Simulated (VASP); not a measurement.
# ClH: single point with PBE+D3(BJ)

ClH, in a box:

```xyz
2
Lattice="7.5013 0.0000 0.0000 -3.7507 6.4963 0.0000 0.0000 0.0000 22.5936" Properties=species:S:1:pos:R:3 pbc="T T T"
Cl   -1.8526    5.4944   15.7907
H    -1.8621    5.4341   14.4786
```

```json
{
 "Program": "VASP 6.6.1",
 "Task": "single point",
 "Functional": "PBE",
 "Dispersion": "D3(BJ)",
 "Potentials or basis": "VASP PAW PBE potentials, release 64 (Cl, H)",
 "Cutoff": "520 eV",
 "k mesh": "3 × 3 × 1",
 "Occupations": "gaussian, width 0.1 eV",
 "Spin": "no spin polarisation"
}
```

```
Largest force                   : 0.823 eV/Å
Gap between the frontier levels : 6.45 eV
Dispersion energy per atom      : -0.005 eV
```

Forces in eV/Å, atoms in the order of the input:
```
Cl  -0.006 -0.036 -0.822
H    0.006  0.036  0.822
```

Levels at points of the mesh, in eV from the valence-band top:
```tsv
k point	band 1	band 2	band 3	band 4	band 5	band 6	band 7	band 8	band 9
(0.00, 0.00, 0.00)	-13.09	-3.67	0.00	0.00	6.45	7.67	7.88	8.07	8.74
```

Run time: 85 s on 1 thread of Intel(R) Xeon(R) 6975P-C (Granite Rapids) (shared host), peak memory 0.9 GiB.
